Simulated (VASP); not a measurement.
Sn: single point with LDA

The system is Sn, a slab with vacuum.

```
Sn
1.0
     3.12287    0.00000    0.00000
    -1.56143    4.09320    0.00000
     0.00000    0.00000   27.27959
Sn
7
Direct
  0.50000 0.00000 0.27493
  0.50000 0.50000 0.34995
  0.00000 0.00000 0.42498
  0.00000 0.50000 0.50000
  0.50000 0.00000 0.57502
  0.50000 0.50000 0.65005
  0.00000 0.00000 0.72507
```

| Quantity | Value |
| --- | --- |
| Program | VASP 6.6.1 |
| Task | single point |
| Functional | LDA |
| Potentials or basis | VASP PAW LDA potentials, release 64 (Sn_d) |
| Cutoff | 520 eV |
| k mesh | 12 × 9 × 1 |
| Occupations | gaussian, width 0.1 eV |
| Spin | no spin polarisation |
| Dipole correction | yes |
| Further INCAR settings | ALGO = Fast; EDIFF = 1e-06; NBANDS = 58 |

```json
{
  "Largest force": "0.367 eV/Å",
  "Band gap on the k mesh": "zero (bands 49 and 50 overlap by 2.15 eV)"
}
```

Forces in eV/Å, atoms in the order of the input:
```
Sn   0.000  0.000  0.271
Sn   0.000  0.000 -0.367
Sn   0.000  0.000  0.170
Sn   0.000  0.000  0.000
Sn   0.000  0.000 -0.170
Sn   0.000  0.000  0.367
Sn   0.000  0.000 -0.271
```

Levels at points of the mesh, in eV from the Fermi level:
```csv
k point,band 45,band 46,band 47,band 48,band 49,band 50,band 51,band 52
"(0.00, 0.00, 0.00)",-1.29,-0.91,-0.38,0.03,0.82,1.01,2.16,2.28
"(0.50, 0.00, 0.00)",-2.78,-1.95,-1.75,-1.73,-1.61,-0.64,-0.40,0.53
```

It took 51 min on 1 thread of Oxide Virtual Turin-like Processor, on a shared host, peak memory 0.75 GiB.

Caveat: spin-orbit coupling is left out, which moves the levels of the heavy elements.
